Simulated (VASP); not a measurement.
Write the native input for VASP 6.6.1 that does the following.

| Property | Result |
| --- | --- |
| Task | single point |
| Functional | PBE |
| Potentials or basis | VASP PAW PBE potentials, release 64 (Al, N) |
| Cutoff | 600 eV |
| k mesh | 2 × 2 × 2 |
| Occupations | methfessel-paxton, width 0.01 eV |
| Spin | collinear spin, zero start |
| Starting moments | [0.0, 0.0, 0.0, 0.0, 0.0, 0.0, 0.0, 0.0, 0.0, 0.0, 0.0, 0.0, 0.0, 0.0, 0.0, 0.0] μB |
| Dipole correction | no |
| Further INCAR settings | ALGO = Normal; EDIFF = 1e-06; NBANDS = 50 |

The structure of AlN lies in POSCAR:

```
AlN
1.0
    0.0000000000      4.4031742015     -4.4031742015
    4.4031742015      4.4031742015      0.0000000000
    4.4031742015      0.0000000000     -4.4031742015
Al N
8 8
Direct
    0.0000000000      0.0000000000      0.5000000000
    0.0000000000      0.5000000000      0.5000000000
    0.5000000000      0.0000000000      0.5000000000
    0.5000000000      0.5000000000      0.5000000000
    0.0000000000      0.0000000000      1.0000000000
    0.0000000000      0.5000000000      1.0000000000
    0.5000000000      0.0000000000      1.0000000000
    0.5000000000      0.5000000000      1.0000000000
    0.1250000000      0.1250000000      0.1250000000
    0.1250000000      0.6250000000      0.1250000000
    0.6250000000      0.1250000000      0.1250000000
    0.6250000000      0.6250000000      0.1250000000
    0.1250000000      0.1250000000      0.6250000000
    0.1250000000      0.6250000000      0.6250000000
    0.6250000000      0.1250000000      0.6250000000
    0.6250000000      0.6250000000      0.6250000000
```

These files were run (other wordings do the same):

INCAR

```
PREC     = Accurate       # precision mode
ENCUT    = 600            # plane-wave cutoff, eV
EDIFF    = 1E-6           # SCF threshold, eV
ISMEAR   = 1              # smearing method
SIGMA    = 0.01           # smearing width, eV
LREAL    = F              # projectors in reciprocal space
LASPH    = T              # aspherical terms in the spheres
NELM     = 200            # most SCF steps
ALGO     = Normal         # electronic algorithm
ISIF     = 2              # what is computed and relaxed
LWAVE    = F              # write WAVECAR
LCHARG   = F              # write CHGCAR
ISPIN    = 2              # spin polarisation
MAGMOM   = 0 0 0 0 0 0 0 0 0 0 0 0 0 0 0 0 # initial moments
LORBIT   = 11             # projections on sites
GGA      = PE             # functional
NBANDS   = 50             # bands
GGA_COMPAT= F
```

KPOINTS

```
regular mesh
0
Gamma
  2 2 2
```

Potentials or basis: VASP PAW PBE potentials, release 64 (Al, N).

Run with:

```sh
$ cat potpaw_PBE.64/Al/POTCAR potpaw_PBE.64/N/POTCAR > POTCAR
$ mpirun -np 1 vasp_std > vasp.out
```

Results of the run:

```
Pressure                                              : -0.4 GPa
Band gap on the k mesh                                : 3.28 eV
Net moment                                            : 0.01 μB per cell
Valence electrons inside the program's atomic spheres : Al 0.80; N 3.83
```

Caveat: the k points lie up to 0.62 Å⁻¹ apart.

Wall time 2.8 min on 1 thread of Intel Xeon 8259CL (shared host), peak memory 0.44 GiB.
